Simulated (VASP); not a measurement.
# Sb (I4/mmm) in VASP: notebook

The runs below take Sb through electric field gradients, with PBE.

Everything below comes from runs of VASP 6.6.1. Logs are shortened: lines on timing, memory, paths and dates and some standing lists are left out, and cuts for length are marked.

## Step 1: The cell of the first run

Symmetry: I4/mmm, No. 139, tetragonal system. Conventional cell: a = 3.020 Å, b = 3.020 Å, c = 4.976 Å, α = 90.00°, β = 90.00°, γ = 90.00°. Within 4.0 Å of Sb (site symmetry 4/mmm) lie 12 Sb at 3.02 to 3.28 Å.

## Step 2: Electric field gradients, PBE (volume scaled by 1.01)

Input file INCAR:

```
SYSTEM = Sb
  ALGO = Normal
  EDIFF = 1E-8
  ENCUT = 520
  GGA = PE
  ISIF = 2
  ISMEAR = -1
  LASPH = .True.
  LCHARG = .False.
  LEFG = .True.
  LREAL = .False.
  LWAVE = .False.
  NBANDS = 8
  NELM = 100
  PREC = Accurate
  SIGMA = 0.05
```

Input file KPOINTS:

```
k-points
0
Gamma
  19 19 19
  0 0 0
```

Input file POSCAR:

```
Sb
1.0
   -1.5100000367      1.5100000367      2.4882392632
    1.5100000367     -1.5100000367      2.4882392632
    1.5100000367      1.5100000367     -2.4882392632
Sb
1
Direct
    0.0000000000      0.0000000000      0.0000000000
```

Potentials or basis: VASP PAW PBE potentials, release 64 (Sb).

Started as:

```bash
$ cat potpaw_PBE.64/Sb/POTCAR > POTCAR
$ mpirun -np 1 vasp_std > vasp.out
```

OUTCAR:

```text
SYSTEM = Sb
   EDIFF = 1E-8
   ENCUT = 520
   GGA = PE
   ISIF = 2
   ISMEAR = -1
   LASPH = .True.
   LREAL = .False.
   NELM = 100
   PREC = Accurate

 ion  position               nearest neighbor table
   1  0.000  0.000  0.000-

  LATTYP: Found a body centered tetragonal cell.
 ALAT       =     3.0200000734
 C/A-ratio  =     1.6478405316

  Lattice vectors:

 A1 = (  -1.5100000367,   1.5100000367,   2.4882392632)
 A2 = (   1.5100000367,  -1.5100000367,   2.4882392632)
 A3 = (   1.5100000367,   1.5100000367,  -2.4882392632)

Analysis of symmetry for initial positions (statically):
=====================================================================
 Subroutine PRICEL returns:
 Original cell was already a primitive cell.

 Routine SETGRP: Setting up the symmetry group for a
 body centered tetragonal supercell.

 Subroutine GETGRP returns: Found 16 space group operations
 (whereof 16 operations were pure point group operations)
 out of a pool of 16 trial point group operations.

The static configuration has the point symmetry D_4h.

Analysis of symmetry for dynamics (positions and initial velocities):
=====================================================================
 Subroutine PRICEL returns:
 Original cell was already a primitive cell.

 Routine SETGRP: Setting up the symmetry group for a
 body centered tetragonal supercell.

 Subroutine GETGRP returns: Found 16 space group operations
 (whereof 16 operations were pure point group operations)
 out of a pool of 16 trial point group operations.

The dynamic configuration has the point symmetry D_4h.

 Subroutine INISYM returns: Found 16 space group operations
 (whereof 16 operations are pure point group operations),
 and found     1 'primitive' translations

----------------------------------------------------------------------------------------

                                     Primitive cell

  volume of cell :      22.6937

  direct lattice vectors                    reciprocal lattice vectors
    -1.510000037  1.510000037  2.488239263     0.000000000  0.331125820  0.200945306
     1.510000037 -1.510000037  2.488239263     0.331125820  0.000000000  0.200945306
     1.510000037  1.510000037 -2.488239263     0.331125820  0.331125820  0.000000000

  length of vectors
     3.278953317  3.278953317  3.278953317     0.387328445  0.387328445  0.468282625

[... 110 lines left out ...]
  energy-cutoff  :      520.00
  volume of cell :       22.69
 maximum number of plane-waves:       634
   NGX = 13   NGY = 13   NGZ = 13

 number of electron       5.0000000 magnetization

 Free energy of the ion-electron system (eV)
  ---------------------------------------------------
  ext. energy  EPLUGINS =         0.00000000
  ---------------------------------------------------
  free energy    TOTEN  =        -3.61347680 eV

  energy without entropy =       -3.60906147  energy(sigma->0) =       -3.61126913

 E-fermi :  10.9975     XC(G=0): -10.9934

 val. band max:       10.9718303868   @ k =  -0.2105  -0.3684   0.1579
 cond. band min:      11.0113130230   @ k =   0.4211   0.4211   0.0526
 fundamental gap:      0.0394826362
 Fermi energy:        10.9975269714

 k-point     1 :       0.0000    0.0000    0.0000
  band No.  band energies     occupation
      1      -3.4742      2.00000
      2      17.3627      0.00000
      3      17.6432      0.00000
      4      17.6432      0.00000
      5      21.0104      0.00000
      6      21.3925      0.00000
      7      22.0491      0.00000
      8      22.0491      0.00000
[... 243 lines left out ...]
 k-point    24 :      -0.2632    0.0526    0.0000
  band No.  band energies     occupation
      1      -1.9678      2.00000
      2      10.3074      2.00000
      3      14.7813      0.00000
      4      16.9869      0.00000
      5      19.2551      0.00000
      6      21.2724      0.00000
      7      22.7746      0.00000
      8      23.4484      0.00000

 [... further k-points ...]
[... 5 lines left out ...]
  --------------------------------------------------------------------------------------
  -------------------------------------------------------------------------------------
  Total        2.6300073      2.6300073      2.3274919      0.0000000      0.0000000      0.0000000
  in kB      185.6784418    185.6784418    164.3208659      0.0000000      0.0000000      0.0000000
  external PRESSURE =     178.5592498 kB  Pullay stress =       0.0000000 kB

 VOLUME and BASIS-vectors are now :
 -----------------------------------------------------------------------------
  energy-cutoff  :      520.00
  volume of cell :       22.69
      direct lattice vectors                 reciprocal lattice vectors
    -1.510000037  1.510000037  2.488239263     0.000000000  0.331125820  0.200945306
     1.510000037 -1.510000037  2.488239263     0.331125820  0.000000000  0.200945306
     1.510000037  1.510000037 -2.488239263     0.331125820  0.331125820  0.000000000

 POSITION                                       TOTAL-FORCE (eV/Angst)
 -----------------------------------------------------------------------------------
      0.00000      0.00000      0.00000        -0.000000      0.000000      0.000000
 -----------------------------------------------------------------------------------
    total drift:                                0.000000     -0.000000     -0.000000

  FREE ENERGIE OF THE ION-ELECTRON SYSTEM (eV)
  ---------------------------------------------------
  free  energy   TOTEN  =        -3.6134767965 eV

  energy  without entropy=       -3.6090614675  energy(sigma->0) =       -3.61126913

 Electric field gradients (V/A^2)
---------------------------------------------------------------------
 ion       V_xx      V_yy      V_zz      V_xy      V_xz      V_yz
---------------------------------------------------------------------
   1     -19.559   -19.559    39.119    -0.000    -0.000    -0.000
---------------------------------------------------------------------

 Electric field gradients after diagonalization (V/A^2)
 (convention: |V_zz| > |V_xx| > |V_yy|)
----------------------------------------------------------------------
 ion       V_xx      V_yy      V_zz     asymmetry (V_yy - V_xx)/ V_zz
----------------------------------------------------------------------
   1     -19.560   -19.559    39.119       0.000
----------------------------------------------------------------------

           NMR quadrupolar parameters

 Cq : quadrupolar parameter    Cq=e*Q*V_zz/h
 eta: asymmetry parameters     (V_yy - V_xx)/ V_zz
 Q  : nuclear electric quadrupole moment in mb (millibarn)
----------------------------------------------------------------------
 ion       Cq(MHz)       eta       Q (mb)
----------------------------------------------------------------------
   1       0.095       0.000       1.000
----------------------------------------------------------------------
```

Run time: 66 s. Hardware: 1 thread of Intel Xeon Platinum 8259CL at 2.50GHz (Skylake/Cascade Lake), shared host; peak memory 0.22 GiB.

What came out:

```yaml
Free_energy: -3.6135 eV
Pressure: 17.9 GPa
```

Stress tensor (GPa, compression positive):
```
18.57  0.00  0.00
 0.00 18.57  0.00
 0.00  0.00 16.43
```

Electric field gradients, principal values (V/Å²):
| atom | least | middle | greatest (by size) |
| --- | --- | --- | --- |
| 1 Sb | -19.559 | -19.560 | 39.119 |

Caveat: without QUAD_EFG the Cq values of the log hold for a quadrupole moment of 1 mb, not for the nuclei; spin-orbit coupling is left out, which moves the levels of the heavy elements.

## Step 3: Electric field gradients, PBE (volume scaled by 0.96)

Input file INCAR:

```
SYSTEM = Sb
  PREC = Accurate
  ENCUT = 520
  EDIFF = 1E-8
  ISMEAR = -1
  SIGMA = 0.05
  LREAL = .False.
  LASPH = .True.
  NELM = 60
  ALGO = Normal
  ISIF = 2
  LWAVE = .False.
  LCHARG = .False.
  GGA = PE
  LEFG = .True.
  NBANDS = 8
```

Input file KPOINTS:

```
regular mesh
0
Gamma
  19 19 19
  0 0 0
```

Input file POSCAR:

```
Sb
1.0
   -1.4846596688      1.4846596688      2.4464823777
    1.4846596688     -1.4846596688      2.4464823777
    1.4846596688      1.4846596688     -2.4464823777
Sb
1
Direct
    0.0000000000      0.0000000000      0.0000000000
```

Potentials or basis: VASP PAW PBE potentials, release 64 (Sb).

Started as:

```bash
$ cat potpaw_PBE.64/Sb/POTCAR > POTCAR
$ mpirun -np 1 vasp_std > vasp.out
```

OUTCAR:

```text
SYSTEM = Sb
   PREC = Accurate
   ENCUT = 520
   EDIFF = 1E-8
   ISMEAR = -1
   LREAL = .False.
   LASPH = .True.
   NELM = 60
   ISIF = 2
   GGA = PE

 ion  position               nearest neighbor table
   1  0.000  0.000  0.000-

  LATTYP: Found a body centered tetragonal cell.
 ALAT       =     2.9693193376
 C/A-ratio  =     1.6478405315

  Lattice vectors:

 A1 = (  -1.4846596688,   1.4846596688,   2.4464823777)
 A2 = (   1.4846596688,  -1.4846596688,   2.4464823777)
 A3 = (   1.4846596688,   1.4846596688,  -2.4464823777)

Analysis of symmetry for initial positions (statically):
=====================================================================
 Subroutine PRICEL returns:
 Original cell was already a primitive cell.

 Routine SETGRP: Setting up the symmetry group for a
 body centered tetragonal supercell.

 Subroutine GETGRP returns: Found 16 space group operations
 (whereof 16 operations were pure point group operations)
[... 443 lines left out ...]

 VOLUME and BASIS-vectors are now :
 -----------------------------------------------------------------------------
  energy-cutoff  :      520.00
  volume of cell :       21.57
      direct lattice vectors                 reciprocal lattice vectors
    -1.484659669  1.484659669  2.446482378     0.000000000  0.336777519  0.204375067
     1.484659669 -1.484659669  2.446482378     0.336777519  0.000000000  0.204375067
     1.484659669  1.484659669 -2.446482378     0.336777519  0.336777519  0.000000000

 POSITION                                       TOTAL-FORCE (eV/Angst)
 -----------------------------------------------------------------------------------
      0.00000      0.00000      0.00000         0.000000     -0.000000      0.000000
 -----------------------------------------------------------------------------------
    total drift:                                0.000000     -0.000000      0.000000

  FREE ENERGIE OF THE ION-ELECTRON SYSTEM (eV)
  ---------------------------------------------------
  free  energy   TOTEN  =        -3.4630754199 eV

  energy  without entropy=       -3.4589289597  energy(sigma->0) =       -3.46100219

 Electric field gradients (V/A^2)
---------------------------------------------------------------------
 ion       V_xx      V_yy      V_zz      V_xy      V_xz      V_yz
---------------------------------------------------------------------
   1     -18.925   -18.925    37.849    -0.000    -0.000    -0.000
---------------------------------------------------------------------

 Electric field gradients after diagonalization (V/A^2)
 (convention: |V_zz| > |V_xx| > |V_yy|)
----------------------------------------------------------------------
 ion       V_xx      V_yy      V_zz     asymmetry (V_yy - V_xx)/ V_zz
----------------------------------------------------------------------
   1     -18.925   -18.924    37.849       0.000
----------------------------------------------------------------------

           NMR quadrupolar parameters

 Cq : quadrupolar parameter    Cq=e*Q*V_zz/h
 eta: asymmetry parameters     (V_yy - V_xx)/ V_zz
 Q  : nuclear electric quadrupole moment in mb (millibarn)
----------------------------------------------------------------------
 ion       Cq(MHz)       eta       Q (mb)
----------------------------------------------------------------------
   1       0.092       0.000       1.000
----------------------------------------------------------------------
```

It took 26 s on 1 thread of Intel Xeon 6975P-C (Granite Rapids), shared host; peak memory 0.21 GiB.

Results:

```
Free energy : -3.4631 eV
Pressure    : 25.4 GPa
```

Electric field gradients, principal values (V/Å²):
```tsv
atom	least	middle	greatest (by size)
1 Sb	-18.924	-18.925	37.849
```

Caveat: without QUAD_EFG the Cq values of the log hold for a quadrupole moment of 1 mb, not for the nuclei; spin-orbit coupling is left out, which moves the levels of the heavy elements.

(Part 1 of 2 ends here.)
